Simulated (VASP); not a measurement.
# MgO (I4/mmm) in VASP: notebook

Runs on MgO. Level: PBE. Tasks: single point.

Everything below comes from runs of VASP 6.6.1. Logs are shortened: lines on timing, memory, paths and dates and some standing lists are left out, and cuts for length are marked.

**1. The cell of the first run**

It takes space group I4/mmm (No. 139, tetragonal). The conventional cell has a = 3.020 Å, b = 3.020 Å, c = 4.911 Å, α = 90.00°, β = 90.00°, γ = 90.00°. Mg (site symmetry 4/mmm) has 6 O at 2.14 to 2.46 Å within 2.8 Å. Within 2.8 Å of O (site symmetry 4/mmm) lie 6 Mg at 2.14 to 2.46 Å.

**2. Single point, PBE (strain +0.1500 x Voigt [1, 0, 0, 0, 0, 0])**

File INCAR:

```
PREC     = Accurate       # precision mode
ENCUT    = 520            # plane-wave cutoff, eV
EDIFF    = 1E-6           # SCF threshold, eV
ISMEAR   = 0              # smearing method
SIGMA    = 0.05           # smearing width, eV
LREAL    = F              # projectors in reciprocal space
LASPH    = T              # aspherical terms in the spheres
NELM     = 80             # most SCF steps
ALGO     = Normal         # electronic algorithm
ISIF     = 2              # what is computed and relaxed
LWAVE    = F              # write WAVECAR
LCHARG   = F              # write CHGCAR
GGA      = PE             # functional
NBANDS   = 11             # bands
```

File KPOINTS:

```
regular mesh
0
Gamma
  10 10 10
```

File POSCAR:

```
MgO
1.0
    0.0000000000      2.1351500000      2.1351500000
    2.4554225000      0.0000000000      2.1351500000
    2.4554225000      2.1351500000      0.0000000000
Mg O
1 1
Direct
    0.0000000000      0.0000000000      0.0000000000
    0.5000000000      0.5000000000      0.5000000000
```

Potentials or basis: VASP PAW PBE potentials, release 64 (Mg, O).

Run with:

```sh
$ cat potpaw_PBE.64/Mg/POTCAR potpaw_PBE.64/O/POTCAR > POTCAR
$ mpirun -np 1 vasp_std > vasp.out
```

OUTCAR:

```text
PREC = Accurate
   ENCUT = 520
   EDIFF = 1E-6
   ISMEAR = 0
   LREAL = F
   LASPH = T
   NELM = 80
   ISIF = 2
   GGA = PE

 ion  position               nearest neighbor table
   1  0.000  0.000  0.000-   2 2.14   2 2.14   2 2.14   2 2.14   2 2.46   2 2.46
   2  0.500  0.500  0.500-   1 2.14   1 2.14   1 2.14   1 2.14   1 2.46   1 2.46

  LATTYP: Found a body centered tetragonal cell.
 ALAT       =     3.0195580877
 C/A-ratio  =     1.6263455967

  Lattice vectors:

 A1 = (   2.4554225000,   0.0000000000,   2.1351500000)
 A2 = (   2.4554225000,   0.0000000000,  -2.1351500000)
 A3 = (  -2.4554225000,   2.1351500000,   0.0000000000)

Analysis of symmetry for initial positions (statically):
=====================================================================
 Subroutine PRICEL returns:
 Original cell was already a primitive cell.

 Routine SETGRP: Setting up the symmetry group for a
 body centered tetragonal supercell.

 Subroutine GETGRP returns: Found 16 space group operations
 (whereof 16 operations were pure point group operations)
 out of a pool of 16 trial point group operations.

The static configuration has the point symmetry D_4h.

Analysis of symmetry for dynamics (positions and initial velocities):
=====================================================================
 Subroutine PRICEL returns:
 Original cell was already a primitive cell.

 Routine SETGRP: Setting up the symmetry group for a
 body centered tetragonal supercell.

 Subroutine GETGRP returns: Found 16 space group operations
 (whereof 16 operations were pure point group operations)
 out of a pool of 16 trial point group operations.

The dynamic configuration has the point symmetry D_4h.

 Subroutine INISYM returns: Found 16 space group operations
 (whereof 16 operations are pure point group operations),
 and found     1 'primitive' translations

----------------------------------------------------------------------------------------

                                     Primitive cell

  volume of cell :      22.3879

  direct lattice vectors                    reciprocal lattice vectors
     0.000000000  2.135150000  2.135150000    -0.203630943  0.234175585  0.234175585
     2.455422500  0.000000000  2.135150000     0.203630943 -0.234175585  0.234175585
     2.455422500  2.135150000  0.000000000     0.203630943  0.234175585 -0.234175585

  length of vectors
     3.019558088  3.253915361  3.253915361     0.388769816  0.388769816  0.388769816

  position of ions in fractional coordinates (direct lattice)
     0.000000000  0.000000000  0.000000000
     0.500000000  0.500000000  0.500000000

  ion indices of the primitive-cell ions
   primitive index   ion index
                 1           1
                 2           2

----------------------------------------------------------------------------------------

 KPOINTS: regular mesh

Automatic generation of k-mesh.
 Grid dimensions read from file:
 generate k-points for:   10   10   10

 Generating k-lattice:

  Cartesian coordinates                     Fractional coordinates (reciprocal lattice)
    -0.020363094  0.023417558  0.023417558     0.100000000  0.000000000  0.000000000
     0.020363094 -0.023417558  0.023417558     0.000000000  0.100000000  0.000000000
     0.020363094  0.023417558 -0.023417558     0.000000000  0.000000000  0.100000000

  Length of vectors
     0.038876982  0.038876982  0.038876982

  Shift w.r.t. Gamma in fractional coordinates (k-lattice)
     0.000000000  0.000000000  0.000000000

 Subroutine IBZKPT returns following result:
 ===========================================

 Found    102 irreducible k-points:

 Following reciprocal coordinates:
            Coordinates               Weight
  0.000000  0.000000  0.000000      1.000000
  0.100000  0.000000  0.000000      8.000000
  0.200000  0.000000  0.000000      8.000000
  0.300000  0.000000  0.000000      8.000000
  0.400000  0.000000  0.000000      8.000000
  0.500000  0.000000  0.000000      4.000000
[... 16 lines left out ...]
  0.300000  0.300000  0.000000      4.000000
  0.400000  0.300000  0.000000     16.000000
 [... further k-points ...]
   k-points           NKPTS =    102   k-points in BZ     NKDIM =    102   number of bands    NBANDS=     11
   number of dos      NEDOS =    301   number of ions     NIONS =      2
   total plane-waves  NPLWV =  13824
   dimension x,y,z NGX =    24 NGY =   24 NGZ =   24
   dimension x,y,z NGXF=    48 NGYF=   48 NGZF=   48
   ions per type =               1   1
   NGX,Y,Z   is equivalent  to a cutoff of  13.21, 12.26, 12.26 a.u.
   NGXF,Y,Z  is equivalent  to a cutoff of  26.43, 24.52, 24.52 a.u.
 SYSTEM =  unknown system
   PREC   = accura    normal or accurate (medium, high low for compatibility)
   ISTART =      0    job   : 0-new  1-cont  2-samecut
   ICHARG =      2    charge: 1-file 2-atom 10-const
   ISPIN  =      1    spin polarized calculation?
   LNONCOLLINEAR =      F non collinear calculations
   LSORBIT =      F    spin-orbit coupling
   LASPH  =      T    aspherical Exc in radial PAW
   ENCUT  =  520.0 eV  38.22 Ry    6.18 a.u.   5.61  6.05  6.05*2*pi/ulx,y,z
   NELM   =     80;   NELMIN=  2; NELMDL= -5     # of ELM steps
   EDIFF  = 0.1E-05   stopping-criterion for ELM
   LREAL  =      F    real-space projection
   EDIFFG = 0.1E-04   stopping-criterion for IOM
   NSW    =      0    number of steps for IOM
   IBRION =     -1    ionic relax: 0-MD 1-quasi-New 2-CG
   NFREE  =      0    steps in history (QN), initial steepest desc. (CG)
   ISIF   =      2    stress and relaxation
   ISYM   =      2    0-nonsym 1-usesym 2-fastsym
   POTIM  = 0.5000    time-step for ionic-motion
   TEBEG  =    0.0;   TEEND  =   0.0 temperature during run
   PSTRESS=    0.0 pullay stress
   NELECT =       8.0000    total number of electrons
   NUPDOWN=      -1.0000    fix difference up-down
   EMIN   =  10.00;   EMAX   =-10.00  energy-range for DOS
   EFERMI =   0.00;   METHOD = LEGACY
   ISMEAR =     0;   SIGMA  =   0.05  broadening in eV -4-tet -1-fermi 0-gaus
   EFERMI_NEDOS =   21; number of points for ismear=-14 and -15
   IALGO  =     38    algorithm
   IMIX   =      4    mixing-type and parameters
     AMIX     =   0.40;   BMIX     =  1.00
     AMIX_MAG =   1.60;   BMIX_MAG =  1.00
  volume/ion in A,a.u.               =      11.19        75.54
  Fermi-wavevector in a.u.,A,eV,Ry     =   1.161717  2.195328 18.362250  1.349587
  Thomas-Fermi vector in A             =   2.298286
   LORBIT       =      0    0 simple, 1 ext, 2 COOP (PROOUT), +10 PAW based schemes
   GGA     = PE    functional components
   LHFCALC =     F    Hartree Fock is set to
   AEXX    =    0.0000 exact exchange contribution
   IVDW    =     0    specifies the selected vdW correction
   LEPSILON=     F    determine dielectric tensor
   LRPA    =     F    only Hartree local field effects (RPA)
 non-spin polarized calculation
 Gauss-broadening in eV      SIGMA  =   0.05
  energy-cutoff  :      520.00
  volume of cell :       22.39
 maximum number of plane-waves:       630
   NGX = 11   NGY = 11   NGZ = 11

 number of electron       8.0000003 magnetization

 Free energy of the ion-electron system (eV)
  ---------------------------------------------------
  ext. energy  EPLUGINS =         0.00000000
  ---------------------------------------------------
  free energy    TOTEN  =       -11.68044265 eV

  energy without entropy =      -11.68044265  energy(sigma->0) =      -11.68044265

 E-fermi :   2.2411     XC(G=0): -10.2241

 val. band max:        2.0496202058   @ k =   0.0000   0.0000   0.0000
 cond. band min:       5.0625030152   @ k =   0.0000   0.0000   0.0000
 fundamental gap:      3.0128828093
 Fermi energy:         2.2410506076

 k-point     1 :       0.0000    0.0000    0.0000
  band No.  band energies     occupation
      1     -14.5499      2.00000
      2       1.8199      2.00000
      3       1.8199      2.00000
      4       2.0496      2.00000
      5       5.0625      0.00000
      6      16.0173      0.00000
      7      17.3500      0.00000
      8      17.3500      0.00000
      9      19.9602      0.00000
     10      20.4111      0.00000
     11      20.4148      0.00000

 k-point     2 :       0.1000    0.0000    0.0000
  band No.  band energies     occupation
      1     -14.4739      2.00000
      2       1.2526      2.00000
      3       1.7909      2.00000
      4       1.9269      2.00000
      5       5.7037      0.00000
      6      15.5534      0.00000
      7      16.5493      0.00000
      8      17.5615      0.00000
      9      19.1212      0.00000
     10      21.3069      0.00000
     11      22.4604      0.00000

 k-point     3 :       0.2000    0.0000    0.0000
  band No.  band energies     occupation
      1     -14.2659      2.00000
      2       0.1229      2.00000
      3       1.7166      2.00000
      4       1.7350      2.00000
      5       6.8878      0.00000
      6      13.9890      0.00000
      7      16.4036      0.00000
      8      18.0478      0.00000
      9      19.0075      0.00000
     10      21.3772      0.00000
     11      21.6885      0.00000

 k-point     4 :       0.3000    0.0000    0.0000
  band No.  band energies     occupation
      1     -13.9912      2.00000
      2      -0.9463      2.00000
      3       1.5200      2.00000
      4       1.6276      2.00000
      5       7.9396      0.00000
      6      12.9067      0.00000
      7      16.0415      0.00000
      8      18.2770      0.00000
      9      19.7524      0.00000
     10      21.3634      0.00000
     11      21.4558      0.00000
[... 239 lines left out ...]
 k-point    22 :      -0.2000    0.2000   -0.0000
  band No.  band energies     occupation
      1     -13.9344      2.00000
      2      -0.6007      2.00000
      3       0.7598      2.00000
      4       1.5198      2.00000
      5       8.6701      0.00000
      6      13.3067      0.00000
      7      14.7092      0.00000
      8      17.7495      0.00000
      9      18.7387      0.00000
     10      21.3153      0.00000
     11      24.9967      0.00000

 k-point    23 :       0.3000    0.3000    0.0000
  band No.  band energies     occupation
      1     -13.7735      2.00000
      2      -0.8154      2.00000
      3       0.7171      2.00000
      4       1.4101      2.00000
      5       9.0646      0.00000
      6      11.8353      0.00000
      7      15.3538      0.00000
      8      16.5010      0.00000
      9      18.1477      0.00000
     10      23.1051      0.00000
     11      25.8280      0.00000

 k-point    24 :       0.4000    0.3000    0.0000
  band No.  band energies     occupation
      1     -13.6000      2.00000
      2      -1.1183      2.00000
      3       0.5171      2.00000
      4       1.2123      2.00000
      5       9.8091      0.00000
      6      11.3769      0.00000
      7      14.4312      0.00000
      8      16.7127      0.00000
      9      18.4752      0.00000
     10      23.6842      0.00000
     11      25.6329      0.00000

 [... further k-points ...]
[... 5 lines left out ...]
  --------------------------------------------------------------------------------------
  -------------------------------------------------------------------------------------
  Total       -2.4095970     -1.6703145     -1.6703145      0.0000000      0.0000000      0.0000000
  in kB     -172.4415810   -119.5352029   -119.5352029      0.0000000      0.0000000      0.0000000
  external PRESSURE =    -137.1706622 kB  Pullay stress =       0.0000000 kB

 VOLUME and BASIS-vectors are now :
 -----------------------------------------------------------------------------
  energy-cutoff  :      520.00
  volume of cell :       22.39
      direct lattice vectors                 reciprocal lattice vectors
     0.000000000  2.135150000  2.135150000    -0.203630943  0.234175585  0.234175585
     2.455422500  0.000000000  2.135150000     0.203630943 -0.234175585  0.234175585
     2.455422500  2.135150000  0.000000000     0.203630943  0.234175585 -0.234175585

 POSITION                                       TOTAL-FORCE (eV/Angst)
 -----------------------------------------------------------------------------------
      0.00000      0.00000      0.00000        -0.000000     -0.000000      0.000000
      2.45542      2.13515      2.13515         0.000000      0.000000      0.000000
 -----------------------------------------------------------------------------------
    total drift:                               -0.000000     -0.000000      0.000000

  FREE ENERGIE OF THE ION-ELECTRON SYSTEM (eV)
  ---------------------------------------------------
  free  energy   TOTEN  =       -11.6804426540 eV

  energy  without entropy=      -11.6804426539  energy(sigma->0) =      -11.68044265
```

Run time: 10 s. Hardware: 1 thread of Intel Xeon Platinum 8375C at 2.90GHz (Ice Lake), shared host; peak memory 0.16 GiB.

Results:

```
Free energy            : -11.6804 eV
Pressure               : -13.7 GPa
Band gap on the k mesh : 3.01 eV, direct
```

Levels at points of the mesh, in eV from the valence-band top:
```
           k point  band 2  band 3  band 4  band 5  band 6  band 7
(0.00, 0.00, 0.00)   -0.23   -0.23    0.00    3.01   13.97   15.30
(0.50, 0.00, 0.00)   -4.02   -0.75   -0.52    6.64   10.42   13.50
(0.50, 0.50, 0.00)   -3.42   -1.81   -0.94    8.16    8.49   11.77
(0.00, 0.50, 0.50)   -3.67   -0.95   -0.95    8.23    9.65   10.06
```

Caveat: the cell differs from its parent crystal (strain +0.1500 x Voigt [1, 0, 0, 0, 0, 0]).

**3. Single point, PBE (strain +0.1312 x Voigt [1, 0, 0, 0, 0, 0])**

File INCAR:

```
SYSTEM = MgO
ALGO = Normal
EDIFF = 1E-6
ENCUT = 520
GGA = PE
ISIF = 2
ISMEAR = 0
LASPH = .True.
LCHARG = .False.
LREAL = .False.
LWAVE = .False.
NBANDS = 11
NELM = 100
PREC = Accurate
SIGMA = 0.05
```

File KPOINTS:

```
k-points
0
Gamma
  10 10 10
  0 0 0
```

File POSCAR:

```
MgO
1.0
    0.0000000000      2.1351500000      2.1351500000
    2.4152816800      0.0000000000      2.1351500000
    2.4152816800      2.1351500000      0.0000000000
Mg O
1 1
Direct
    0.0000000000      0.0000000000      0.0000000000
    0.5000000000      0.5000000000      0.5000000000
```

Potentials or basis: VASP PAW PBE potentials, release 64 (Mg, O).

Run with:

```sh
$ cat potpaw_PBE.64/Mg/POTCAR potpaw_PBE.64/O/POTCAR > POTCAR
$ mpirun -np 1 vasp_std > vasp.out
```

It took 10 s on 1 thread of Intel Xeon Platinum 8375C at 2.90GHz (Ice Lake), shared host; peak memory 0.15 GiB.

The run converged. Its results:

```
Free energy            : -11.7192 eV
Pressure               : -13.1 GPa
Band gap on the k mesh : 3.14 eV, direct
```

Stress tensor (GPa, compression positive):
```
-16.95   0.00   0.00
  0.00 -11.10   0.00
  0.00   0.00 -11.10
```

Levels at points of the mesh, in eV from the valence-band top:
```tsv
k point	band 2	band 3	band 4	band 5	band 6	band 7
(0.00, 0.00, 0.00)	-0.22	-0.22	0.00	3.14	14.12	15.30
(0.50, 0.00, 0.00)	-4.08	-0.75	-0.53	6.74	10.61	13.71
(0.50, 0.50, 0.00)	-3.48	-1.76	-1.00	8.28	8.53	11.86
(0.00, 0.50, 0.50)	-3.72	-0.99	-0.99	8.35	9.57	10.33
```

Caveat: the cell differs from its parent crystal (strain +0.1312 x Voigt [1, 0, 0, 0, 0, 0]).
